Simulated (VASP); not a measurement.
Wanted: the native input for a VASP 6.6.1 run.

```yaml
Task: single point
Functional: PBEsol
Potentials_or_basis: VASP PAW PBE potentials, release 64 (In_d, Ga_d, As)
Cutoff: 520 eV
k_mesh: 12 × 12 × 8
Occupations: gaussian, width 0.15 eV
Spin: no spin polarisation
Dipole_correction: no
Further_INCAR_settings: ALGO = Normal; EDIFF = 1e-06; NBANDS = 26
```

The structure of InGaAs2 lies in POSCAR:

```
InGaAs2
1.0
    4.1441162571      0.0000000000      0.0000000000
    0.0000000000      4.1441162571      0.0000000000
    0.0000000000      0.0000000000      5.6087979416
In Ga As
1 1 2
Direct
    0.0000000000      0.0000000000      0.5000000000
    0.5000000000      0.5000000000      0.0000000000
    0.5000000000      0.0000000000      0.7697097067
    0.0000000000      0.5000000000      0.2302902933
```

This cell differs from its parent crystal: strain +0.000 along x and y, -0.050 along z.

The input as run:

INCAR

```
SYSTEM = InGaAs2
ALGO     = Normal         ! electronic algorithm
EDIFF    = 1E-6           ! SCF threshold, eV
ENCUT    = 520            ! plane-wave cutoff, eV
GGA      = PS             ! functional
ISIF     = 2              ! what is computed and relaxed
ISMEAR   = 0              ! smearing method
LASPH    = .True.         ! aspherical terms in the spheres
LCHARG   = .True.         ! write CHGCAR
LELF     = .True.         ! ELF
LREAL    = .False.        ! projectors in reciprocal space
LVHAR    = .True.       
LWAVE    = .False.        ! write WAVECAR
NBANDS   = 26             ! bands
NELM     = 80             ! most SCF steps
PREC     = Accurate       ! precision mode
SIGMA    = 0.15           ! smearing width, eV
```

KPOINTS

```
k-points
0
Gamma
  12 12 8
  0 0 0
```

Potentials or basis: VASP PAW PBE potentials, release 64 (In_d, Ga_d, As).

Run with:

```console
$ cat potpaw_PBE.64/In_d/POTCAR potpaw_PBE.64/Ga_d/POTCAR potpaw_PBE.64/As/POTCAR > POTCAR
$ mpirun -np 1 vasp_std > vasp.out
```

Results of the run:

```json
{
  "Pressure": "3.7 GPa",
  "Largest force": "0.087 eV/Å",
  "Band gap on the k mesh": "0.18 eV, direct"
}
```

Caveat: the cell differs from its parent crystal (strain +0.000 along x and y, -0.050 along z); the PAW data sets were made with another functional, which shifts forces and pressure a little; spin-orbit coupling is left out, which moves the levels of the heavy elements.

Wall time 6 min on 1 thread of Oxide Virtual Turin-like Processor, with other jobs on the host, peak memory 0.43 GiB.
